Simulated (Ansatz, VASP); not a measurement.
# Ge in VASP and in Ansatz

The input INCAR:

```
  PREC = Accurate
  ENCUT = 520
  EDIFF = 1E-6
  ISMEAR = 0
  SIGMA = 0.15
  LREAL = False
  LASPH = True
  NELM = 60
  ALGO = Normal
  ISIF = 2
  LWAVE = False
  LCHARG = False
  GGA = PS
  NBANDS = 36
```

KPOINTS

```
regular mesh
0
Gamma
  12 12 8
```

POSCAR

```
Ge
1.0
    3.4932886429      0.0000000000      0.0000000000
   -1.7466443215      3.0252767075      0.0000000000
    0.0000000000      0.0000000000      5.7493951291
Ge
4
Direct
    0.0000000000      0.0000000000      0.0711500000
    0.0000000000      0.0000000000      0.5711500000
    0.3333333333      0.6666666667      0.8211500000
    0.6666666667      0.3333333333      0.3211500000
```

Input for Ansatz:

```yaml
crystal:
  lattice:
    - [3.4932886429, 0.0, 0.0]
    - [-1.7466443215, 3.0252767075, 0.0]
    - [0.0, 0.0, 5.7493951291]
  atoms:
    - { symbol: Ge, position: [0.0, 0.0, 0.07115] }
    - { symbol: Ge, position: [0.0, 0.0, 0.57115] }
    - { symbol: Ge, position: [0.3333333333, 0.6666666667, 0.82115] }
    - { symbol: Ge, position: [0.6666666667, 0.3333333333, 0.32115] }
basis:
  ecutwfc: 420
kpoints:
  mp_grid: { grid: [12, 12, 8] }
hamiltonian:
  xc: pbesol
scf:
  occupations: { method: gaussian, width: 0.15 }
output:
  forces: true
  stress: true
  eigenvalues: true
```

Change from the starting cell: strain -0.080 along x and y, -0.080 along z, atoms carried along.

Alike in both runs: task single point; functional PBEsol; k mesh 12 × 12 × 8; occupations gaussian, width 0.15 eV; no spin polarisation.

```csv
,VASP,Ansatz
version,VASP 6.6.1,Ansatz 0.2.0
potentials or method,"VASP PAW PBE potentials, release 64 (Ge_d), cutoff 520 eV","scalar-relativistic, plane waves, PAW"
valence electrons in the cell,56,56
```

```csv
,VASP,Ansatz,Ansatz less VASP
gap on the k mesh at the Fermi level (eV),none,none,-
pressure (GPa),32.5,32.4,-0.10
"traceless stress, the component that is largest in VASP (GPa)",5.37,5.34,-0.029
```

VASP's potentials were made for PBE, not for PBEsol. A gap of «none» marks a metal or a gap that the smearing closes. Both programs put the cell under a high pressure, so it lies far from rest at this level. The functional is the same, so the differences come from potentials, cutoffs and numerics.
